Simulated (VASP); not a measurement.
Input of a VASP 6.6.1 run:

File INCAR:

```
SYSTEM = Al
PREC = Accurate
ENCUT = 520
EDIFF = 1E-6
ISMEAR = 0
SIGMA = 0.15
LREAL = .FALSE.
LASPH = .TRUE.
NELM = 80
ALGO = Normal
ISIF = 2
LWAVE = .FALSE.
LCHARG = .FALSE.
GGA = CA
NBANDS = 8
```

The input KPOINTS:

```
regular mesh
0
G
  22 22 22
  0 0 0
```

The input POSCAR:

```
Al
1.0
   -1.6201138681      1.6201138681      1.5034656696
    1.6201138681     -1.6201138681      1.5034656696
    1.6201138681      1.6201138681     -1.5034656696
Al
1
Direct
    0.0000000000      0.0000000000      0.0000000000
```

Potentials or basis: VASP PAW LDA potentials, release 64 (Al).

Launch:

```sh
$ cat potpaw_LDA.64/Al/POTCAR > POTCAR
$ mpirun -np 1 vasp_std > vasp.out
```

(1) Predict the pressure.

(2) What does it give for the band gap on the k mesh?

## Answers

(1) 2.1 GPa.

(2) zero (an odd number of electrons rules out a gap without spin polarisation).
